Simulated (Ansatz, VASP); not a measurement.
SiW2 in VASP and in Ansatz

```xyz
6
Lattice="0.1490 0.0868 -2.7549 2.0931 -3.6210 -0.0017 -6.9516 -4.0170 0.5149" Properties=species:S:1:pos:R:3 pbc="T T T"
Si   -7.0665   -4.0835    0.1383
Si   -2.1654   -3.6656   -2.1219
W    -4.6902   -5.1255   -0.1220
W    -0.3130   -5.0110   -0.6309
W    -2.4485   -6.2447   -1.8627
W     0.1259   -2.3421   -1.8693
```

Change from the starting cell: cell x2, atoms moved at random (sigma 0.05 Å) and cell strained at random (1.5 %), then relaxed without symmetry.

Alike in both runs: functional PBE; k mesh 8 × 6 × 4; occupations gaussian, width 0.2 eV; no spin polarisation.

Ansatz relaxed the structure, and its values are those at the end. VASP's run is a single point on that final structure, the one shown.

|  | VASP | Ansatz |
| --- | --- | --- |
| version | VASP 6.6.1 | Ansatz 0.2.0 |
| potentials or method | VASP PAW PBE potentials, release 64 (Si, W_sv), cutoff 520 eV | scalar-relativistic, plane waves, PAW |
| valence electrons in the cell | 64 | 64 |

VASP gave:

| Item | Value |
| --- | --- |
| gap on the k mesh at the Fermi level (eV) | none |
| pressure (GPa) | 0.3 |
| rms of the force components (eV/Å) | 0.005 |

Question: Estimate Ansatz's values.

Answer: gap on the k mesh at the Fermi level (eV): none; pressure (GPa): 0.1; rms of the force components (eV/Å): 0.002.

A gap of «none» marks a metal or a gap that the smearing closes.

Spin-orbit coupling is off throughout.
